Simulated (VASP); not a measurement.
# Ga3B2As (Cmmm) in VASP: single point with PBE

Aim: the single point of Ga3B2As with PBE.

All numbers are computed with VASP 6.6.1; they aren't measurements. Logs are shortened: lines on timing, memory, paths and dates and some standing lists are left out, and cuts for length are marked.

## Step 1: The cell of the first run

The structure is orthorhombic, space group Cmmm (No. 65). Conventional cell: a = 3.253 Å, b = 13.188 Å, c = 4.579 Å, α = 90.00°, β = 90.00°, γ = 90.00°. Within 3.6 Å of Ga (site symmetry m2m) lie 8 B at 2.67 to 3.53 Å and 2 As at 2.72 Å and 6 Ga at 2.75 to 3.25 Å. Within 3.7 Å of Ga (site symmetry mmm) lie 4 As at 2.81 Å and 6 Ga at 3.17 to 3.25 Å and 4 B at 3.40 Å. Within 2.2 Å of B (site symmetry 2/m) lie 2 B at 1.63 Å. Within 3.6 Å of As (site symmetry mmm) lie 8 Ga at 2.72 to 2.81 Å and 2 As at 3.25 Å.

## Step 2: Single point, PBE

The input, INCAR:

```
PREC = Accurate
ENCUT = 520
EDIFF = 1E-6
ISMEAR = 0
SIGMA = 0.1
LREAL = False
LASPH = True
NELM = 60
ALGO = Normal
ISIF = 2
LWAVE = False
LCHARG = True
GGA = PE
LELF = True
LVHAR = True
NBANDS = 34
```

The input, KPOINTS:

```
regular mesh
0
Gamma
  10 10 8
```

The input, POSCAR:

```
Ga3B2As
1.0
    1.6266292376     -6.5940401318      0.0000000000
    1.6266292376      6.5940401318      0.0000000000
    0.0000000000      0.0000000000      4.5790885846
Ga B As
3 2 1
Direct
    0.1657139602      0.8342860398      0.0000000000
    0.8342860398      0.1657139602      0.0000000000
    0.0000000000      0.0000000000      0.5000000000
    0.0000000000      0.5000000000      0.5000000000
    0.5000000000      0.0000000000      0.5000000000
    0.5000000000      0.5000000000      0.0000000000
```

Potentials or basis: VASP PAW PBE potentials, release 64 (Ga_d, B, As).

The run is started by

```console
$ cat potpaw_PBE.64/Ga_d/POTCAR potpaw_PBE.64/B/POTCAR potpaw_PBE.64/As/POTCAR > POTCAR
$ mpirun -np 1 vasp_std > vasp.out
```

OUTCAR:

```text
PREC = Accurate
   ENCUT = 520
   EDIFF = 1E-6
   ISMEAR = 0
   LREAL = False
   LASPH = True
   NELM = 60
   ISIF = 2
   GGA = PE

 ion  position               nearest neighbor table
   1  0.166  0.834  0.000-   6 2.72   6 2.72   2 2.75   2 2.75
   2  0.834  0.166  0.000-   6 2.72   6 2.72   1 2.75   1 2.75
   3  0.000  0.000  0.500-   6 2.81   6 2.81   6 2.81   6 2.81
   4  0.000  0.500  0.500-   5 1.63   5 1.63
   5  0.500  0.000  0.500-   4 1.63   4 1.63
   6  0.500  0.500  0.000-   1 2.72   2 2.72   1 2.72   2 2.72   3 2.81   3 2.81   3 2.81   3 2.81

  LATTYP: Found a base centered orthorhombic cell.
 ALAT       =     3.2532584752
 B/A-ratio  =     4.0538064725
 C/A-ratio  =     1.4075391241

  Lattice vectors:

 A1 = (   1.6266292376,  -6.5940401318,   0.0000000000)
 A2 = (   1.6266292376,   6.5940401318,   0.0000000000)
 A3 = (   0.0000000000,   0.0000000000,   4.5790885846)

Analysis of symmetry for initial positions (statically):
=====================================================================
 Subroutine PRICEL returns:
 Original cell was already a primitive cell.

 Routine SETGRP: Setting up the symmetry group for a
 base centered orthorhombic supercell.

 Subroutine GETGRP returns: Found  8 space group operations
 (whereof  8 operations were pure point group operations)
 out of a pool of  8 trial point group operations.

The static configuration has the point symmetry D_2h.

Analysis of symmetry for dynamics (positions and initial velocities):
=====================================================================
 Subroutine PRICEL returns:
 Original cell was already a primitive cell.

 Routine SETGRP: Setting up the symmetry group for a
 base centered orthorhombic supercell.

 Subroutine GETGRP returns: Found  8 space group operations
 (whereof  8 operations were pure point group operations)
 out of a pool of  8 trial point group operations.

The dynamic configuration has the point symmetry D_2h.

 Subroutine INISYM returns: Found  8 space group operations
 (whereof  8 operations are pure point group operations),
 and found     1 'primitive' translations

----------------------------------------------------------------------------------------

                                     Primitive cell

  volume of cell :      98.2311

  direct lattice vectors                    reciprocal lattice vectors
     1.626629238 -6.594040132  0.000000000     0.307384122 -0.075826047  0.000000000
     1.626629238  6.594040132  0.000000000     0.307384122  0.075826047  0.000000000
     0.000000000  0.000000000  4.579088585     0.000000000  0.000000000  0.218384070

  length of vectors
     6.791707292  6.791707292  4.579088585     0.316598465  0.316598465  0.218384070

  position of ions in fractional coordinates (direct lattice)
     0.165713960  0.834286040  0.000000000
     0.834286040  0.165713960  0.000000000
     0.000000000  0.000000000  0.500000000
     0.000000000  0.500000000  0.500000000
     0.500000000  0.000000000  0.500000000
     0.500000000  0.500000000  0.000000000

  ion indices of the primitive-cell ions
   primitive index   ion index
                 1           1
                 2           2
                 3           3
                 4           4
                 5           5
                 6           6

----------------------------------------------------------------------------------------

 KPOINTS: regular mesh

Automatic generation of k-mesh.
 Grid dimensions read from file:
 generate k-points for:   10   10    8

 Generating k-lattice:

  Cartesian coordinates                     Fractional coordinates (reciprocal lattice)
     0.030738412 -0.007582605  0.000000000     0.100000000  0.000000000  0.000000000
     0.030738412  0.007582605  0.000000000     0.000000000  0.100000000  0.000000000
     0.000000000  0.000000000  0.027298009     0.000000000  0.000000000  0.125000000

  Length of vectors
     0.031659846  0.031659846  0.027298009

  Shift w.r.t. Gamma in fractional coordinates (k-lattice)
     0.000000000  0.000000000  0.000000000

 Subroutine IBZKPT returns following result:
 ===========================================

 Found    155 irreducible k-points:

 Following reciprocal coordinates:
            Coordinates               Weight
  0.000000  0.000000  0.000000      1.000000
  0.100000  0.000000  0.000000      4.000000
  0.200000  0.000000  0.000000      4.000000
  0.300000  0.000000  0.000000      4.000000
  0.400000  0.000000  0.000000      4.000000
  0.500000  0.000000  0.000000      2.000000
[... 16 lines left out ...]
  0.300000  0.300000  0.000000      2.000000
  0.400000  0.300000  0.000000      4.000000
 [... further k-points ...]
   k-points           NKPTS =    155   k-points in BZ     NKDIM =    155   number of bands    NBANDS=     34
   number of dos      NEDOS =    301   number of ions     NIONS =      6
   total plane-waves  NPLWV = 104976
   dimension x,y,z NGX =    54 NGY =   54 NGZ =   36
   dimension x,y,z NGXF=   108 NGYF=  108 NGZF=   72
   ions per type =               3   2   1
   NGX,Y,Z   is equivalent  to a cutoff of  13.22, 13.22, 13.07 a.u.
   NGXF,Y,Z  is equivalent  to a cutoff of  26.44, 26.44, 26.14 a.u.
 SYSTEM =  unknown system
   PREC   = accura    normal or accurate (medium, high low for compatibility)
   ISTART =      0    job   : 0-new  1-cont  2-samecut
   ICHARG =      2    charge: 1-file 2-atom 10-const
   ISPIN  =      1    spin polarized calculation?
   LNONCOLLINEAR =      F non collinear calculations
   LSORBIT =      F    spin-orbit coupling
   LASPH  =      T    aspherical Exc in radial PAW
   ENCUT  =  520.0 eV  38.22 Ry    6.18 a.u.  12.63 12.63  8.51*2*pi/ulx,y,z
   NELM   =     60;   NELMIN=  2; NELMDL= -5     # of ELM steps
   EDIFF  = 0.1E-05   stopping-criterion for ELM
   LREAL  =      F    real-space projection
   EDIFFG = 0.1E-04   stopping-criterion for IOM
   NSW    =      0    number of steps for IOM
   IBRION =     -1    ionic relax: 0-MD 1-quasi-New 2-CG
   NFREE  =      0    steps in history (QN), initial steepest desc. (CG)
   ISIF   =      2    stress and relaxation
   ISYM   =      2    0-nonsym 1-usesym 2-fastsym
   POTIM  = 0.5000    time-step for ionic-motion
   TEBEG  =    0.0;   TEEND  =   0.0 temperature during run
   PSTRESS=    0.0 pullay stress
   NELECT =      50.0000    total number of electrons
   NUPDOWN=      -1.0000    fix difference up-down
   EMIN   =  10.00;   EMAX   =-10.00  energy-range for DOS
   EFERMI =   0.00;   METHOD = LEGACY
   ISMEAR =     0;   SIGMA  =   0.10  broadening in eV -4-tet -1-fermi 0-gaus
   EFERMI_NEDOS =   21; number of points for ismear=-14 and -15
   IALGO  =     38    algorithm
   IMIX   =      4    mixing-type and parameters
     AMIX     =   0.40;   BMIX     =  1.00
     AMIX_MAG =   1.60;   BMIX_MAG =  1.00
  volume/ion in A,a.u.               =      16.37       110.48
  Fermi-wavevector in a.u.,A,eV,Ry     =   1.307119  2.470097 23.246368  1.708560
  Thomas-Fermi vector in A             =   2.437875
   LORBIT       =      0    0 simple, 1 ext, 2 COOP (PROOUT), +10 PAW based schemes
   GGA     = PE    functional components
   LHFCALC =     F    Hartree Fock is set to
   AEXX    =    0.0000 exact exchange contribution
   IVDW    =     0    specifies the selected vdW correction
   LEPSILON=     F    determine dielectric tensor
   LRPA    =     F    only Hartree local field effects (RPA)
 non-spin polarized calculation
 Gauss-broadening in eV      SIGMA  =   0.10
  energy-cutoff  :      520.00
  volume of cell :       98.23
 maximum number of plane-waves:      2667
 NGX is ok and might be reduce to    54
   NGX = 25   NGY = 25   NGZ = 17

 number of electron      50.0000016 magnetization

 Free energy of the ion-electron system (eV)
  ---------------------------------------------------
  ext. energy  EPLUGINS =         0.00000000
  ---------------------------------------------------
  free energy    TOTEN  =       -24.48261760 eV

  energy without entropy =      -24.47468843  energy(sigma->0) =      -24.47865302

 E-fermi :   5.1465     XC(G=0): -10.6193

 val. band max:        5.1272278254   @ k =   0.3000   0.2000   0.3750
 cond. band min:       5.1533786753   @ k =   0.3000   0.3000   0.1250
 fundamental gap:      0.0261508499
 Fermi energy:         5.1465187146

 k-point     1 :       0.0000    0.0000    0.0000
  band No.  band energies     occupation
      1     -10.0070      2.00000
      2      -9.9574      2.00000
      3      -9.9544      2.00000
      4      -9.8915      2.00000
      5      -9.8587      2.00000
      6      -9.8546      2.00000
[... 26 lines left out ...]
     33      12.2984      0.00000
     34      12.4766      0.00000

 k-point     2 :       0.1000    0.0000    0.0000
  band No.  band energies     occupation
      1      -9.9942      2.00000
      2      -9.9661      2.00000
      3      -9.9379      2.00000
      4      -9.8921      2.00000
      5      -9.8567      2.00000
      6      -9.8517      2.00000
[... 26 lines left out ...]
     33      11.8566      0.00000
     34      11.9599      0.00000

 k-point     3 :       0.2000    0.0000    0.0000
  band No.  band energies     occupation
      1      -9.9892      2.00000
      2      -9.9562      2.00000
      3      -9.9010      2.00000
      4      -9.8945      2.00000
      5      -9.8645      2.00000
      6      -9.8338      2.00000
[... 26 lines left out ...]
     33      10.3309      0.00000
     34      10.5662      0.00000
[... 704 lines left out ...]
 k-point    23 :       0.3000    0.3000    0.0000
  band No.  band energies     occupation
      1     -10.0300      2.00000
      2      -9.9455      2.00000
      3      -9.9107      2.00000
      4      -9.8892      2.00000
      5      -9.8288      2.00000
      6      -9.8238      2.00000
[... 26 lines left out ...]
     33       9.8072      0.00000
     34      11.0873      0.00000

 k-point    24 :       0.4000    0.3000    0.0000
  band No.  band energies     occupation
      1     -10.0351      2.00000
      2      -9.9198      2.00000
      3      -9.9144      2.00000
      4      -9.8742      2.00000
      5      -9.8640      2.00000
      6      -9.8372      2.00000
[... 26 lines left out ...]
     33       9.8653      0.00000
     34      10.4295      0.00000

 [... further k-points ...]

------------------------ aborting loop because EDIFF is reached ----------------------------------------

  FORCE on cell =-STRESS in cart. coord.  units (eV):
  Direction    XX          YY          ZZ          XY          YZ          ZX
  --------------------------------------------------------------------------------------
  -------------------------------------------------------------------------------------
  Total        0.0571736      0.0193643      0.0288627      0.0000000      0.0000000      0.0000000
  in kB        0.9325169      0.3158367      0.4707582      0.0000000      0.0000000      0.0000000
  external PRESSURE =       0.5730373 kB  Pullay stress =       0.0000000 kB

 VOLUME and BASIS-vectors are now :
 -----------------------------------------------------------------------------
  energy-cutoff  :      520.00
  volume of cell :       98.23
      direct lattice vectors                 reciprocal lattice vectors
     1.626629238 -6.594040132  0.000000000     0.307384122 -0.075826047  0.000000000
     1.626629238  6.594040132  0.000000000     0.307384122  0.075826047  0.000000000
     0.000000000  0.000000000  4.579088585     0.000000000  0.000000000  0.218384070

 POSITION                                       TOTAL-FORCE (eV/Angst)
 -----------------------------------------------------------------------------------
      1.62663      4.40859      0.00000        -0.000000     -0.001560     -0.000000
      1.62663     -4.40859      0.00000        -0.000000      0.001560      0.000000
      0.00000      0.00000      2.28954        -0.000000     -0.000000      0.000000
      0.81331      3.29702      2.28954        -0.000000      0.000000      0.000000
      0.81331     -3.29702      2.28954        -0.000000      0.000000      0.000000
      1.62663      0.00000      0.00000         0.000000      0.000000      0.000000
 -----------------------------------------------------------------------------------
    total drift:                               -0.000000     -0.000000     -0.000000

  FREE ENERGIE OF THE ION-ELECTRON SYSTEM (eV)
  ---------------------------------------------------
  free  energy   TOTEN  =       -24.4826176020 eV

  energy  without entropy=      -24.4746884334  energy(sigma->0) =      -24.47865302
```

Wall time 8.9 min (1 thread of Intel Xeon 6975P-C (Granite Rapids), shared host); peak memory 0.63 GiB.

Results:

```yaml
Free_energy: -24.4826 eV
Pressure: 0.1 GPa
Band_gap_on_the_k_mesh: zero (bands 25 and 26 overlap by 3.26 eV)
```

Levels at points of the mesh, in eV from the Fermi level:
| k point | band 22 | band 23 | band 24 | band 25 | band 26 | band 27 | band 28 | band 29 |
| --- | --- | --- | --- | --- | --- | --- | --- | --- |
| (0.00, 0.00, 0.00) | -3.83 | -3.17 | -1.92 | 0.47 | 1.53 | 2.19 | 2.22 | 2.88 |
| (0.50, 0.00, 0.00) | -2.02 | -1.31 | -1.27 | -1.20 | -0.78 | -0.53 | 0.23 | 1.17 |
| (0.50, 0.50, 0.00) | -4.01 | -3.56 | -3.00 | 0.28 | 0.49 | 2.55 | 3.48 | 3.64 |
| (0.00, 0.00, 0.50) | -3.63 | 0.85 | 1.04 | 2.10 | 2.16 | 2.84 | 3.02 | 3.63 |
| (0.50, 0.00, 0.50) | -4.61 | -4.07 | -2.20 | -1.20 | -0.70 | 0.26 | 2.70 | 3.41 |
| (0.50, 0.50, 0.50) | -2.92 | -2.67 | -0.39 | 0.84 | 1.95 | 3.17 | 3.78 | 4.49 |

The gap in the log of VASP goes by the Fermi energy; the results here count the filled bands.